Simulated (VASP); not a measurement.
Write the native input for VASP 6.6.1 that does the following.

- Task: electric field gradients
- Functional: PBEsol
- Potentials or basis: VASP PAW PBE potentials, release 64 (Au)
- Cutoff: 520 eV
- k mesh: 14 × 14 × 8
- Occupations: fermi-dirac, width 0.03 eV
- Spin: no spin polarisation
- Dipole correction: no
- Further INCAR settings: ALGO = Normal; EDIFF = 1e-08; NBANDS = 18

The structure of Au lies in POSCAR:

```
Au
1.0
    2.8999984104      0.0000000000      0.0000000000
   -1.4499992052      2.5114722944      0.0000000000
    0.0000000000      0.0000000000      4.9776000000
Au
2
Direct
    0.3333333333      0.6666666667      0.7500000000
    0.6666666667      0.3333333333      0.2500000000
```

This cell differs from its parent crystal: zz strain of +2 %.

These files were run (other wordings do the same):

INCAR

```
SYSTEM = Au
ALGO = Normal ; EDIFF = 1E-8
ENCUT = 520 ; GGA = PS
ISIF = 2 ; ISMEAR = -1
LASPH = .TRUE. ; LCHARG = .FALSE.
LEFG = .TRUE. ; LREAL = .FALSE.
LWAVE = .FALSE. ; NBANDS = 18
NELM = 100 ; PREC = Accurate
SIGMA = 0.03
```

KPOINTS

```
k-points
0
G
  14 14 8
  0 0 0
```

Potentials or basis: VASP PAW PBE potentials, release 64 (Au).

The run is started by

```console
$ cat potpaw_PBE.64/Au/POTCAR > POTCAR
$ mpirun -np 1 vasp_std > vasp.out
```

Results of the run:

```yaml
Pressure: -8.8 GPa
Band_gap_on_the_k_mesh: zero (band 11 reaches 12.01 eV, above the bottom of band 12 at 5.77 eV)
```

Caveat: the cell differs from its parent crystal (zz strain of +2 %); without QUAD_EFG the Cq values of the log hold for a quadrupole moment of 1 mb, not for the nuclei; the PAW data sets were made with another functional, which shifts forces and pressure a little; spin-orbit coupling is left out, which moves the levels of the heavy elements.

Wall time 41 s on 1 thread of AMD EPYC 9R45 96-Core Processor (Zen 5), on a shared host, peak memory 0.17 GiB.
